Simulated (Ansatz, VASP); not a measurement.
**Two plane-wave programs on Os**

```
Os
1.0
     2.55741    0.00000    0.00000
     0.00000    2.55741    0.00000
     0.00000    0.00000    2.55741
Os
1
Direct
  0.00000 0.00000 0.00000
```

Alike in both runs: functional PBE; k mesh 15 × 15 × 15; occupations fermi-dirac, width 0.05 eV; no spin polarisation.

Ansatz relaxed the structure, and its values are those at the end. VASP's run is a single point on that final structure, the one shown.

|  | VASP | Ansatz |
| --- | --- | --- |
| version | VASP 6.6.1 | Ansatz 0.2.0 |
| potentials or method | VASP PAW PBE potentials, release 64 (Os) | PAW with Ansatz's default frozen-core files, scalar-relativistic |
| plane-wave cutoff (eV) | 520 | 420 |
| valence electrons in the cell | 8 | 16 |

VASP gave:

| Quantity | Value |
| --- | --- |
| pressure (GPa) | -0.3 |

Task: Which values does Ansatz return?

Result: Pressure (GPa): 0.0.

With one functional, cell and mesh, what is left measures potentials, basis and numerics. VASP's potentials hold 8 valence electrons a cell and Ansatz's 16, so a difference there can come from the potentials and not from the codes.

Spin-orbit coupling is off throughout.
